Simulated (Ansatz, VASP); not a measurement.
## CuO in VASP and in Ansatz

Contents of INCAR:

```
SYSTEM = CuO
ALGO = Normal
EDIFF = 1E-7
ENCUT = 520
GGA = PS
ISIF = 2
ISMEAR = 0
ISPIN = 2
LASPH = .True.
LCHARG = .False.
LDAU = .True.
LDAUJ = 0 0
LDAUL = 2 -1
LDAUPRINT = 1
LDAUTYPE = 2
LDAUU = 5.8 0
LMAXMIX = 4
LORBIT = 11
LREAL = .False.
LWAVE = .False.
MAGMOM = 1.4 -1.4 0 0
NBANDS = 29
NELM = 150
PREC = Accurate
SIGMA = 0.05
```

File KPOINTS:

```
k-points
0
Gamma
  8 8 5
  0 0 0
```

The input POSCAR:

```
CuO
1.0
    2.3416500000     -1.7104000000      0.0000000000
    2.3416500000      1.7104000000      0.0000000000
   -0.8525100000      0.0000000000      5.0580600000
Cu O
2 2
Direct
    0.0000000000      0.5000000000      0.0000000000
    0.5000000000      0.0000000000      0.5000000000
    0.5821000000      0.4179000000      0.2500000000
    0.4179000000      0.5821000000      0.7500000000
```

Input for Ansatz:

```yaml
crystal:
  lattice:
    - [2.34165, -1.7104, 0.0]
    - [2.34165, 1.7104, 0.0]
    - [-0.85251, 0.0, 5.05806]
  atoms:
    - { symbol: Cu, position: [0.0, 0.5, 0.0], spin: 1.4 }
    - { symbol: Cu, position: [0.5, 0.0, 0.5], spin: -1.4 }
    - { symbol: O, position: [0.5821, 0.4179, 0.25] }
    - { symbol: O, position: [0.4179, 0.5821, 0.75] }
magnetization:
  spin_polarized: true
hamiltonian:
  xc: pbesol
  pseudopotentials: { kind: paw }
  hubbard: { sites: [{ species: Cu, l: d, u_eff: 5.8 }] }
basis:
  ecutwfc: 420
kpoints:
  mp_grid: { grid: [8, 8, 5] }
scf:
  occupations: { method: gaussian, width: 0.05 }
  lower_state_search: "off"
output:
  forces: true
  stress: true
```

Change from the starting cell: moments +- scaled by 1.4, plain SCF.

Alike in both runs: task single point; functional PBEsol; k mesh 8 × 8 × 5; occupations gaussian, width 0.05 eV; collinear spin; Hubbard terms Cu d U = 5.8 eV.

|  | VASP | Ansatz |
| --- | --- | --- |
| version | VASP 6.6.1 | Ansatz 0.2.0 |
| potentials or method | VASP PAW PBE potentials, release 64 (Cu, O), cutoff 520 eV | PAW, plane waves, scalar-relativistic |
| valence electrons in the cell | 34 | 50 |

|  | VASP | Ansatz | Ansatz less VASP |
| --- | --- | --- | --- |
| pressure (GPa) | -5.7 | -0.1 | +5.61 |
| traceless stress, the component that is largest in VASP (GPa) | 1.56 | 0.74 | -0.828 |
| rms of the force components (eV/Å) | 0.049 | 0.039 | -0.0104 |
| net moment per atom (μB) | 0.00 | 0.00 | 0.000 |
| size of the moment on the site where the two differ most (μB) | 0.62 | 0.55 | -0.066 |

VASP's potentials were made for PBE, not for PBEsol. Site moments also hang on the region over which each program counts them. The programs project onto different local orbitals, so the same U acts differently, and such runs can settle in different states. Atom by atom the forces differ by 0.010 eV/Å (rms over components). VASP's potentials hold 34 valence electrons a cell and Ansatz's 50, so a difference there can come from the potentials and not from the codes.
